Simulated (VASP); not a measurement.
Here is a VASP 6.6.1 calculation.

Contents of INCAR:

```
  ALGO = Normal
  EDIFF = 1E-8
  ENCUT = 910
  GGA = PS
  GGA_COMPAT = False
  ISIF = 2
  ISMEAR = -1
  LASPH = True
  LCHARG = False
  LEFG = True
  LREAL = False
  LWAVE = False
  NBANDS = 16
  NELM = 120
  PREC = Accurate
  SIGMA = 0.05
```

The input KPOINTS:

```
k-points
0
Gamma
  13 13 12
```

POSCAR

```
WC
1.0
    2.9005014360      0.0000000000      0.0000000000
   -1.4502507180      2.5119079273      0.0000000000
    0.0000000000      0.0000000000      2.8290000000
W C
1 1
Direct
    0.0000000000      0.0000000000      0.0000000000
    0.6666666667      0.3333333333      0.5000000000
```

Potentials or basis: VASP PAW PBE potentials, release 64 (W_sv, C_h).

Launch:

```sh
$ cat potpaw_PBE.64/W_sv/POTCAR potpaw_PBE.64/C_h/POTCAR > POTCAR
$ mpirun -np 1 vasp_std > vasp.out
```

(1) What does it give for the pressure?

(2) Estimate the band gap on the k mesh.

Results:

(1) 0.3 GPa.

(2) zero (band 9 reaches 12.03 eV, above the bottom of band 10 at 10.76 eV).

Caveat: the cutoff is under 1.25 times the usual one of these potentials, so pressure, stress and relaxed cells hold a basis-set (Pulay) error; without QUAD_EFG the Cq values of the log hold for a quadrupole moment of 1 mb, not for the nuclei; the PAW data sets were made with another functional, which shifts forces and pressure a little; spin-orbit coupling is left out, which moves the levels of the heavy elements.
